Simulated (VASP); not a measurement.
Zr: single point with PBE

Crystal: Zr.

```xyz
1
Lattice="-0.0338 2.2550 2.2550 2.2550 -0.0338 2.2550 2.2212 2.2212 0.0000" Properties=species:S:1:pos:R:3 pbc="T T T"
Zr    0.0000    0.0000    0.0000
```

This cell differs from its parent crystal: xy shear strain of -3 %.

```json
{
 "Program": "VASP 6.6.1",
 "Task": "single point",
 "Functional": "PBE",
 "Potentials or basis": "VASP PAW PBE potentials, release 64 (Zr_sv)",
 "Cutoff": "520 eV",
 "k mesh": "16 × 16 × 16",
 "Occupations": "fermi-dirac, width 0.05 eV",
 "Spin": "no spin polarisation"
}
```

```yaml
Pressure: 1.1 GPa
Band_gap_on_the_k_mesh: zero (bands 6 and 7 overlap by 1.26 eV)
```

Stress tensor (GPa, compression positive):
```
1.14 1.36 0.00
1.36 1.14 0.00
0.00 0.00 1.04
```

Levels at points of the mesh, in eV from the Fermi level:
| k point | band 4 | band 5 | band 6 | band 7 | band 8 | band 9 |
| --- | --- | --- | --- | --- | --- | --- |
| (0.00, 0.00, 0.00) | -26.15 | -5.58 | 0.78 | 0.96 | 1.19 | 3.45 |
| (0.50, 0.00, 0.00) | -26.28 | -2.99 | 0.68 | 1.01 | 1.04 | 5.10 |
| (0.50, 0.50, 0.00) | -26.49 | -3.04 | -2.24 | 3.07 | 5.27 | 5.77 |
| (0.00, 0.00, 0.50) | -26.32 | -2.97 | 0.59 | 0.92 | 1.28 | 5.18 |
| (0.50, 0.00, 0.50) | -26.53 | -3.03 | -2.23 | 3.08 | 5.23 | 5.77 |

It took 2.3 min on 1 thread of Intel Xeon 8259CL, on a shared host, peak memory 0.27 GiB.

Caveat: the cell differs from its parent crystal (xy shear strain of -3 %).
